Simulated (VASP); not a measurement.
Input of a VASP 6.6.1 run:

INCAR

```
SYSTEM = CdHg2Se3
PREC = Accurate
ENCUT = 520
EDIFF = 1E-6
ISMEAR = 0
SIGMA = 0.2
LREAL = .FALSE.
LASPH = .TRUE.
NELM = 80
ALGO = Normal
ISIF = 2
LWAVE = .FALSE.
LCHARG = .FALSE.
GGA = PE
NBANDS = 66
```

Contents of KPOINTS:

```
Automatic mesh
0
G
  6 4 2
  0 0 0
```

The input POSCAR:

```
CdHg2Se3
1.0
    2.2070688796     -3.8227553776      0.0000000000
   -6.6212065389     -3.8227554353      0.0000000000
    0.0000000000      0.0000000000    -10.7938969000
Cd Hg Se
2 4 6
Direct
    0.0000000000      0.0000000000      0.9990990000
    0.5000000000      0.5000000000      0.9990990000
    0.0000000000      0.6666666667      0.3324310000
    0.5000000000      0.1666666667      0.3324310000
    0.5000000000      0.8333333333      0.6677810000
    0.0000000000      0.3333333333      0.6677810000
    0.0000000000      0.0000000000      0.2483310000
    0.5000000000      0.5000000000      0.2483310000
    0.0000000000      0.6666666667      0.5831690000
    0.5000000000      0.1666666667      0.5831690000
    0.5000000000      0.8333333333      0.9191890000
    0.0000000000      0.3333333333      0.9191890000
```

Potentials or basis: VASP PAW PBE potentials, release 64 (Cd, Hg, Se).

The run is started by

```console
$ cat potpaw_PBE.64/Cd/POTCAR potpaw_PBE.64/Hg/POTCAR potpaw_PBE.64/Se/POTCAR > POTCAR
$ mpirun -np 1 vasp_std > vasp.out
```

Predict the largest force.

0.003 eV/Å.

What does it give for the band gap on the k mesh?

Zero (filled and empty bands touch).

What does it give for the pressure?

0.2 GPa.

Forces in eV/Å, atoms in the order of the input:
```
Cd   0.000  0.000  0.000
Cd   0.000  0.000  0.000
Hg  -0.002 -0.001 -0.001
Hg  -0.002 -0.001 -0.001
Hg  -0.001 -0.001 -0.003
Hg  -0.001 -0.001 -0.003
Se   0.001  0.001  0.001
Se   0.001  0.001  0.001
Se   0.002  0.001  0.002
Se   0.002  0.001  0.002
Se   0.001  0.000  0.001
Se   0.001  0.000  0.001
```

Caveat: semilocal functionals underestimate gaps, and a narrow one can read as zero; spin-orbit coupling is left out, which moves the levels of the heavy elements.
